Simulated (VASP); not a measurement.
# ZrH3 (Pm-3m) in VASP: a series of runs

Runs on ZrH3. Level: PBEsol. Tasks: single point.

All numbers are computed with VASP 6.6.1; they aren't measurements. Logs are shortened: lines on timing, memory, paths and dates and some standing lists are left out, and cuts for length are marked.

## 1. The cell of the first run

The structure is cubic, space group Pm-3m (No. 221). Conventional cell: a = 3.068 Å, b = 3.068 Å, c = 3.068 Å, α = 90.00°, β = 90.00°, γ = 90.00°. Within 2.9 Å of Zr (site symmetry m-3m) lie 12 H at 2.17 Å. H (site symmetry 4/mmm) has 4 Zr at 2.17 Å and 8 H at 2.17 Å within 2.9 Å.

## 2. Single point, PBEsol

The input, INCAR:

```
PREC = Accurate
ENCUT = 520
EDIFF = 1E-7
ISMEAR = -1
SIGMA = 0.1
LREAL = F
LASPH = T
NELM = 100
ALGO = Normal
ISIF = 2
LWAVE = F
LCHARG = F
GGA = PS
NBANDS = 16
```

The input, KPOINTS:

```
regular mesh
0
Gamma
  15 15 15
```

The input, POSCAR:

```
ZrH3
1.0
    3.0684008481      0.0000000000      0.0000000000
    0.0000000000      3.0684008481      0.0000000000
    0.0000000000      0.0000000000      3.0684008481
Zr H
1 3
Direct
    0.0000000000      0.0000000000      0.0000000000
    0.0000000000      0.5000000000      0.5000000000
    0.5000000000      0.0000000000      0.5000000000
    0.5000000000      0.5000000000      0.0000000000
```

Potentials or basis: VASP PAW PBE potentials, release 64 (Zr_sv, H).

Started as:

```sh
cat potpaw_PBE.64/Zr_sv/POTCAR potpaw_PBE.64/H/POTCAR > POTCAR
mpirun -np 1 vasp_std > vasp.out
```

OUTCAR:

```text
PREC = Accurate
   ENCUT = 520
   EDIFF = 1E-7
   ISMEAR = -1
   LREAL = F
   LASPH = T
   NELM = 100
   ISIF = 2
   GGA = PS

 ion  position               nearest neighbor table
   1  0.000  0.000  0.000-   2 2.17   3 2.17   4 2.17   2 2.17   3 2.17   2 2.17   4 2.17   2 2.17
                             3 2.17   4 2.17   3 2.17   4 2.17
   2  0.000  0.500  0.500-   1 2.17   1 2.17   1 2.17   1 2.17
   3  0.500  0.000  0.500-   1 2.17   1 2.17   1 2.17   1 2.17
   4  0.500  0.500  0.000-   1 2.17   1 2.17   1 2.17   1 2.17

  LATTYP: Found a simple cubic cell.
 ALAT       =     3.0684008481

  Lattice vectors:

 A1 = (   3.0684008481,   0.0000000000,   0.0000000000)
 A2 = (   0.0000000000,   3.0684008481,   0.0000000000)
 A3 = (   0.0000000000,   0.0000000000,   3.0684008481)

Analysis of symmetry for initial positions (statically):
=====================================================================
 Subroutine PRICEL returns:
 Original cell was already a primitive cell.

 Routine SETGRP: Setting up the symmetry group for a
 simple cubic supercell.

 Subroutine GETGRP returns: Found 48 space group operations
 (whereof 48 operations were pure point group operations)
 out of a pool of 48 trial point group operations.

The static configuration has the point symmetry O_h .

Analysis of symmetry for dynamics (positions and initial velocities):
=====================================================================
 Subroutine PRICEL returns:
 Original cell was already a primitive cell.

 Routine SETGRP: Setting up the symmetry group for a
 simple cubic supercell.

 Subroutine GETGRP returns: Found 48 space group operations
 (whereof 48 operations were pure point group operations)
 out of a pool of 48 trial point group operations.

The dynamic configuration has the point symmetry O_h .

 Subroutine INISYM returns: Found 48 space group operations
 (whereof 48 operations are pure point group operations),
 and found     1 'primitive' translations

----------------------------------------------------------------------------------------

                                     Primitive cell

  volume of cell :      28.8893

  direct lattice vectors                    reciprocal lattice vectors
     3.068400848  0.000000000  0.000000000     0.325902661  0.000000000  0.000000000
     0.000000000  3.068400848  0.000000000     0.000000000  0.325902661  0.000000000
     0.000000000  0.000000000  3.068400848     0.000000000  0.000000000  0.325902661

  length of vectors
     3.068400848  3.068400848  3.068400848     0.325902661  0.325902661  0.325902661

  position of ions in fractional coordinates (direct lattice)
     0.000000000  0.000000000  0.000000000
     0.000000000  0.500000000  0.500000000
     0.500000000  0.000000000  0.500000000
     0.500000000  0.500000000  0.000000000

  ion indices of the primitive-cell ions
   primitive index   ion index
                 1           1
                 2           2
                 3           3
                 4           4

----------------------------------------------------------------------------------------

 KPOINTS: regular mesh

Automatic generation of k-mesh.
 Grid dimensions read from file:
 generate k-points for:   15   15   15

 Generating k-lattice:

  Cartesian coordinates                     Fractional coordinates (reciprocal lattice)
     0.021726844  0.000000000  0.000000000     0.066666667  0.000000000  0.000000000
     0.000000000  0.021726844  0.000000000     0.000000000  0.066666667  0.000000000
     0.000000000  0.000000000  0.021726844     0.000000000  0.000000000  0.066666667

  Length of vectors
     0.021726844  0.021726844  0.021726844

  Shift w.r.t. Gamma in fractional coordinates (k-lattice)
     0.000000000  0.000000000  0.000000000

 Subroutine IBZKPT returns following result:
 ===========================================

 Found    120 irreducible k-points:

 Following reciprocal coordinates:
            Coordinates               Weight
  0.000000  0.000000  0.000000      1.000000
  0.066667  0.000000  0.000000      6.000000
  0.133333  0.000000  0.000000      6.000000
  0.200000  0.000000  0.000000      6.000000
  0.266667  0.000000  0.000000      6.000000
  0.333333  0.000000  0.000000      6.000000
[... 16 lines left out ...]
  0.266667  0.200000  0.000000     24.000000
  0.333333  0.200000  0.000000     24.000000
 [... further k-points ...]
   k-points           NKPTS =    120   k-points in BZ     NKDIM =    120   number of bands    NBANDS=     16
   number of dos      NEDOS =    301   number of ions     NIONS =      4
   total plane-waves  NPLWV =  13824
   dimension x,y,z NGX =    24 NGY =   24 NGZ =   24
   dimension x,y,z NGXF=    48 NGYF=   48 NGZF=   48
   ions per type =               1   3
   NGX,Y,Z   is equivalent  to a cutoff of  13.00, 13.00, 13.00 a.u.
   NGXF,Y,Z  is equivalent  to a cutoff of  26.01, 26.01, 26.01 a.u.
 SYSTEM =  unknown system
   PREC   = accura    normal or accurate (medium, high low for compatibility)
   ISTART =      0    job   : 0-new  1-cont  2-samecut
   ICHARG =      2    charge: 1-file 2-atom 10-const
   ISPIN  =      1    spin polarized calculation?
   LNONCOLLINEAR =      F non collinear calculations
   LSORBIT =      F    spin-orbit coupling
   LASPH  =      T    aspherical Exc in radial PAW
   ENCUT  =  520.0 eV  38.22 Ry    6.18 a.u.   5.71  5.71  5.71*2*pi/ulx,y,z
   NELM   =    100;   NELMIN=  2; NELMDL= -5     # of ELM steps
   EDIFF  = 0.1E-06   stopping-criterion for ELM
   LREAL  =      F    real-space projection
   EDIFFG = 0.1E-05   stopping-criterion for IOM
   NSW    =      0    number of steps for IOM
   IBRION =     -1    ionic relax: 0-MD 1-quasi-New 2-CG
   NFREE  =      0    steps in history (QN), initial steepest desc. (CG)
   ISIF   =      2    stress and relaxation
   ISYM   =      2    0-nonsym 1-usesym 2-fastsym
   POTIM  = 0.5000    time-step for ionic-motion
   TEBEG  =    0.0;   TEEND  =   0.0 temperature during run
   PSTRESS=    0.0 pullay stress
   NELECT =      15.0000    total number of electrons
   NUPDOWN=      -1.0000    fix difference up-down
   EMIN   =  10.00;   EMAX   =-10.00  energy-range for DOS
   EFERMI =   0.00;   METHOD = LEGACY
   ISMEAR =    -1;   SIGMA  =   0.10  broadening in eV -4-tet -1-fermi 0-gaus
   EFERMI_NEDOS =   21; number of points for ismear=-14 and -15
   IALGO  =     38    algorithm
   IMIX   =      4    mixing-type and parameters
     AMIX     =   0.40;   BMIX     =  1.00
     AMIX_MAG =   1.60;   BMIX_MAG =  1.00
  volume/ion in A,a.u.               =       7.22        48.74
  Fermi-wavevector in a.u.,A,eV,Ry     =   1.315810  2.486520 23.556525  1.731356
  Thomas-Fermi vector in A             =   2.445966
   LORBIT       =      0    0 simple, 1 ext, 2 COOP (PROOUT), +10 PAW based schemes
   GGA     = PS    functional components
   LHFCALC =     F    Hartree Fock is set to
   AEXX    =    0.0000 exact exchange contribution
   IVDW    =     0    specifies the selected vdW correction
   LEPSILON=     F    determine dielectric tensor
   LRPA    =     F    only Hartree local field effects (RPA)
 non-spin polarized calculation
  energy-cutoff  :      520.00
  volume of cell :       28.89
 maximum number of plane-waves:       800
 NGX is ok and might be reduce to    24
   NGX = 11   NGY = 11   NGZ = 11

 number of electron      15.0000002 magnetization

 Free energy of the ion-electron system (eV)
  ---------------------------------------------------
  ext. energy  EPLUGINS =         0.00000000
  ---------------------------------------------------
  free energy    TOTEN  =       -20.39293524 eV

  energy without entropy =      -20.36202121  energy(sigma->0) =      -20.37747823

 E-fermi :   8.3371     XC(G=0): -11.5601

 val. band max:        8.3235715996   @ k =   0.2667   0.2667   0.0000
 cond. band min:       8.3601825693   @ k =   0.4000   0.4000   0.2000
 fundamental gap:      0.0366109696
 Fermi energy:         8.3370759005

 k-point     1 :       0.0000    0.0000    0.0000
  band No.  band energies     occupation
      1     -40.7460      2.00000
      2     -18.4552      2.00000
      3     -18.4552      2.00000
      4     -18.4552      2.00000
      5      -2.1748      2.00000
      6       3.9478      2.00000
[... 8 lines left out ...]
     15      16.7738      0.00000
     16      22.1153      0.00000

 k-point     2 :       0.0667    0.0000    0.0000
  band No.  band energies     occupation
      1     -40.7422      2.00000
      2     -18.4974      2.00000
      3     -18.4517      2.00000
      4     -18.4517      2.00000
      5      -2.0820      2.00000
      6       3.9724      2.00000
[... 8 lines left out ...]
     15      17.0511      0.00000
     16      22.5467      0.00000

 k-point     3 :       0.1333    0.0000    0.0000
  band No.  band energies     occupation
      1     -40.7316      2.00000
      2     -18.6150      2.00000
      3     -18.4420      2.00000
      4     -18.4420      2.00000
      5      -1.8120      2.00000
      6       4.0166      2.00000
[... 8 lines left out ...]
     15      17.7264      0.00000
     16      23.6989      0.00000

 k-point     4 :       0.2000    0.0000    0.0000
  band No.  band energies     occupation
      1     -40.7158      2.00000
      2     -18.7842      2.00000
      3     -18.4277      2.00000
      4     -18.4277      2.00000
      5      -1.3873      2.00000
      6       3.9971      2.00000
[... 8 lines left out ...]
     15      18.5615      0.00000
     16      25.2724      0.00000

 k-point     5 :       0.2667    0.0000    0.0000
  band No.  band energies     occupation
      1     -40.6977      2.00000
      2     -18.9726      2.00000
      3     -18.4111      2.00000
      4     -18.4111      2.00000
      5      -0.8368      2.00000
      6       3.8115      2.00000
[... 8 lines left out ...]
     15      19.4147      0.00000
     16      26.1417      0.00000

 k-point     6 :       0.3333    0.0000    0.0000
  band No.  band energies     occupation
      1     -40.6802      2.00000
      2     -19.1475      2.00000
      3     -18.3952      2.00000
      4     -18.3952      2.00000
      5      -0.1898      2.00000
      6       3.4054      2.00000
[... 8 lines left out ...]
     15      20.2097      0.00000
     16      24.3137      0.00000
[... 267 lines left out ...]
 k-point    21 :       0.4667    0.1333    0.0000
  band No.  band energies     occupation
      1     -40.6453      2.00000
      2     -19.3264      2.00000
      3     -18.5201      2.00000
      4     -18.3635      2.00000
      5       1.4794      2.00000
      6       2.2221      2.00000
[... 8 lines left out ...]
     15      22.5005      0.00000
     16      23.6098      0.00000

 k-point    22 :       0.2000    0.2000    0.0000
  band No.  band energies     occupation
      1     -40.6862      2.00000
      2     -18.7683      2.00000
      3     -18.7232      2.00000
      4     -18.4007      2.00000
      5      -0.6817      2.00000
      6       4.4486      2.00000
[... 8 lines left out ...]
     15      20.3839      0.00000
     16      25.2229      0.00000

 k-point    23 :       0.2667    0.2000    0.0000
  band No.  band energies     occupation
      1     -40.6684      2.00000
      2     -18.9310      2.00000
      3     -18.7200      2.00000
      4     -18.3845      2.00000
      5      -0.1971      2.00000
      6       4.1802      2.00000
[... 8 lines left out ...]
     15      21.2790      0.00000
     16      23.9760      0.00000

 k-point    24 :       0.3333    0.2000    0.0000
  band No.  band energies     occupation
      1     -40.6512      2.00000
      2     -19.0992      2.00000
      3     -18.6994      2.00000
      4     -18.3689      2.00000
      5       0.3637      2.00000
      6       3.6992      2.00000
[... 8 lines left out ...]
     15      22.1091      0.00000
     16      22.9968      0.00000

 [... further k-points ...]

------------------------ aborting loop because EDIFF is reached ----------------------------------------

  FORCE on cell =-STRESS in cart. coord.  units (eV):
  Direction    XX          YY          ZZ          XY          YZ          ZX
  --------------------------------------------------------------------------------------
  -------------------------------------------------------------------------------------
  Total        0.5249080      0.5249080      0.5249080      0.0000000      0.0000000      0.0000000
  in kB       29.1110250     29.1110250     29.1110250      0.0000000      0.0000000      0.0000000
  external PRESSURE =      29.1110250 kB  Pullay stress =       0.0000000 kB

 VOLUME and BASIS-vectors are now :
 -----------------------------------------------------------------------------
  energy-cutoff  :      520.00
  volume of cell :       28.89
      direct lattice vectors                 reciprocal lattice vectors
     3.068400848  0.000000000  0.000000000     0.325902661  0.000000000  0.000000000
     0.000000000  3.068400848  0.000000000     0.000000000  0.325902661  0.000000000
     0.000000000  0.000000000  3.068400848     0.000000000  0.000000000  0.325902661

 POSITION                                       TOTAL-FORCE (eV/Angst)
 -----------------------------------------------------------------------------------
      0.00000      0.00000      0.00000         0.000000      0.000000      0.000000
      0.00000      1.53420      1.53420         0.000000      0.000000      0.000000
      1.53420      0.00000      1.53420         0.000000      0.000000      0.000000
      1.53420      1.53420      0.00000         0.000000      0.000000      0.000000
 -----------------------------------------------------------------------------------
    total drift:                               -0.000000      0.000000      0.000000

  FREE ENERGIE OF THE ION-ELECTRON SYSTEM (eV)
  ---------------------------------------------------
  free  energy   TOTEN  =       -20.3929352444 eV

  energy  without entropy=      -20.3620212149  energy(sigma->0) =      -20.37747823
```

Wall time 48 s (1 thread of Intel Xeon 8259CL, shared host); peak memory 0.17 GiB.

What came out:

```yaml
Free_energy: -20.3929 eV
Pressure: 2.9 GPa
Band_gap_on_the_k_mesh: zero (an odd number of electrons rules out a gap without spin polarisation)
```

Levels at points of the mesh, in eV from the Fermi level:
```tsv
k point	band 5	band 6	band 7	band 8	band 9	band 10
(0.00, 0.00, 0.00)	-10.51	-4.39	-4.39	3.96	3.96	3.96
```

Caveat: the PAW data sets were made with another functional, which shifts forces and pressure a little.

## 3. Single point, PBEsol

This run uses another cell than the first one, of 7.37 Å³/atom.

The input, INCAR:

```
  PREC = Accurate
  ENCUT = 520
  EDIFF = 1E-6
  ISMEAR = -1
  SIGMA = 0.1
  LREAL = False
  LASPH = True
  NELM = 80
  ALGO = Normal
  ISIF = 2
  LWAVE = False
  LCHARG = False
  GGA = PS
  NBANDS = 16
```

KPOINTS is that of step 2.

The input, POSCAR:

```
ZrH3
1.0
    3.0891339152      0.0000000000      0.0000000000
    0.0000000000      3.0891339152      0.0000000000
    0.0000000000      0.0000000000      3.0891339152
Zr H
1 3
Direct
    0.0000000000      0.0000000000      0.0000000000
    0.0000000000      0.5000000000      0.5000000000
    0.5000000000      0.0000000000      0.5000000000
    0.5000000000      0.5000000000      0.0000000000
```

Potentials or basis: VASP PAW PBE potentials, release 64 (Zr_sv, H).

Started as:

```sh
cat potpaw_PBE.64/Zr_sv/POTCAR potpaw_PBE.64/H/POTCAR > POTCAR
mpirun -np 1 vasp_std > vasp.out
```

Run time: 46 s. Hardware: 1 thread of Intel Xeon 8259CL, shared host; peak memory 0.17 GiB.

It converged, with:

| Property | Result |
| --- | --- |
| Free energy | -20.3991 eV |
| Pressure | 0.0 GPa |
| Band gap on the k mesh | zero (an odd number of electrons rules out a gap without spin polarisation) |

Levels at points of the mesh, in eV from the Fermi level:
```
           k point  band 4  band 5  band 6  band 7  band 8  band 9  band 10  band 11
(0.00, 0.00, 0.00)  -26.84  -10.39   -4.30   -4.30    3.87    3.87     3.87     6.13
```

Caveat: the PAW data sets were made with another functional, which shifts forces and pressure a little.

## 4. Single point, PBEsol

This run uses another cell than the first one, of 7.52 Å³/atom.

The input, INCAR:

```
SYSTEM = ZrH3
ALGO     = Normal         ! electronic algorithm
EDIFF    = 1E-7           ! SCF threshold, eV
ENCUT    = 520            ! plane-wave cutoff, eV
GGA      = PS             ! functional
ISIF     = 2              ! what is computed and relaxed
ISMEAR   = -1             ! smearing method
LASPH    = .True.         ! aspherical terms in the spheres
LCHARG   = .True.         ! write CHGCAR
LELF     = .True.         ! ELF
LREAL    = .False.        ! projectors in reciprocal space
LVHAR    = .True.       
LWAVE    = .False.        ! write WAVECAR
NBANDS   = 16             ! bands
NELM     = 60             ! most SCF steps
PREC     = Accurate       ! precision mode
SIGMA    = 0.1            ! smearing width, eV
```

The input, KPOINTS:

```
k-points
0
Gamma
  15 15 15
  0 0 0
```

The input, POSCAR:

```
ZrH3
1.0
    3.1095923519      0.0000000000      0.0000000000
    0.0000000000      3.1095923519      0.0000000000
    0.0000000000      0.0000000000      3.1095923519
Zr H
1 3
Direct
    0.0000000000      0.0000000000      0.0000000000
    0.0000000000      0.5000000000      0.5000000000
    0.5000000000      0.0000000000      0.5000000000
    0.5000000000      0.5000000000      0.0000000000
```

Started as:

```sh
cat potpaw_PBE.64/Zr_sv/POTCAR potpaw_PBE.64/H/POTCAR > POTCAR
mpirun -np 1 vasp_std > vasp.out
```

Wall time 54 s (1 thread of Intel Xeon 8259CL, shared host); peak memory 0.18 GiB.

Results (log left out):

```
Free energy            : -20.3951 eV
Pressure               : -2.6 GPa
Band gap on the k mesh : zero (an odd number of electrons rules out a gap without spin polarisation)
```

Levels at points of the mesh, in eV from the Fermi level:
```csv
k point,band 5,band 6,band 7,band 8,band 9,band 10
"(0.00, 0.00, 0.00)",-10.27,-4.22,-4.22,3.77,3.77,3.77
```

Caveat: the PAW data sets were made with another functional, which shifts forces and pressure a little.

## 5. Summary

| cell | gap on the mesh (eV) | pressure (GPa) |
| --- | --- | --- |
| a = 3.068 Å, 4 atoms | none | 2.9 |
| a = 3.089 Å, 4 atoms | none | 0.0 |
| a = 3.110 Å, 4 atoms | none | -2.6 |

Alike in all rows: task single point; level PBEsol; potentials or basis VASP PAW PBE potentials, release 64 (Zr_sv, H); no spin polarisation; k mesh 15 × 15 × 15; cutoff (eV) 520; smearing fermi-dirac 0.1 eV.

Caveats: the PAW data sets were made with another functional, which shifts forces and pressure a little.

Absolute energies hang on the potentials; compare differences alone.
